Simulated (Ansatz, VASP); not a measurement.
TaN: VASP and Ansatz over several settings

```xyz
2
Lattice="2.8983 0.0000 0.0000 -1.4491 2.5100 0.0000 0.0000 0.0000 2.8440" Properties=species:S:1:pos:R:3 pbc="T T T"
Ta    0.0000    0.0000    1.4220
N     1.4491    0.8367    0.0000
```

Single points on this cell with VASP 6.6.1 and Ansatz 0.2.0. Each row is one pair of runs. Alike in all rows: spin: off; k mesh: 10 × 10 × 9; smearing: fermi-dirac, width 0.05 eV.

| level | VASP's potentials, cutoff | Ansatz's potentials, cutoff | gap on the k mesh at the Fermi level (eV), VASP | gap on the k mesh at the Fermi level (eV), Ansatz | pressure (GPa), VASP | pressure (GPa), Ansatz |
| --- | --- | --- | --- | --- | --- | --- |
| LDA | VASP PAW LDA potentials, release 64 (Ta_pv, N), 520 eV | Ansatz PAW, 420 eV | none | ? | 5.3 | ? |
| LDA | VASP PAW LDA potentials, release 64 (Ta_sv_GW, N), 600 eV | Ansatz PAW, 420 eV | none | none | 4.6 | 3.3 |
| r2SCAN | VASP PAW PBE potentials, release 64 (Ta_sv_GW, N), 660 eV | Ansatz PAW, 500 eV | none | none | 15.8 | 15.8 |

Fill in what Ansatz gave in row 1.

gap on the k mesh at the Fermi level (eV): none; pressure (GPa): 3.3.

VASP's potentials hold 16 valence electrons a cell and Ansatz's 18 in some rows, so a difference there can come from the potentials and not from the codes.

A gap of «none» marks a metal or a gap that the smearing closes.

Spin-orbit coupling is off throughout.
